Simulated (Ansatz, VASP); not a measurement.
# Sc: VASP beside Ansatz

```
Sc
1.0
     0.00000    2.27999    2.27999
     2.27999    0.00000    2.27999
     2.27999    2.27999    0.00000
Sc
1
Cartesian
  0.0000 0.0000 0.0000
```

Alike in both runs: functional PBEsol; k mesh 12 × 12 × 12; occupations fermi-dirac, width 0.1 eV; no spin polarisation.

Ansatz relaxed the structure, and its values are those at the end. VASP's run is a single point on that final structure, the one shown.

```csv
,VASP,Ansatz
version,VASP 6.6.1,Ansatz 0.2.0
potentials or method,"VASP PAW PBE potentials, release 64 (Sc_sv), cutoff 500 eV","plane waves (420 eV) with PAW, scalar-relativistic"
valence electrons in the cell,11,11
```

```tsv
	VASP	Ansatz	Ansatz less VASP
pressure (GPa)	0.0	0.0	+0.01
```

VASP's potentials were made for PBE, not for PBEsol, and Ansatz warns of the same on its side.
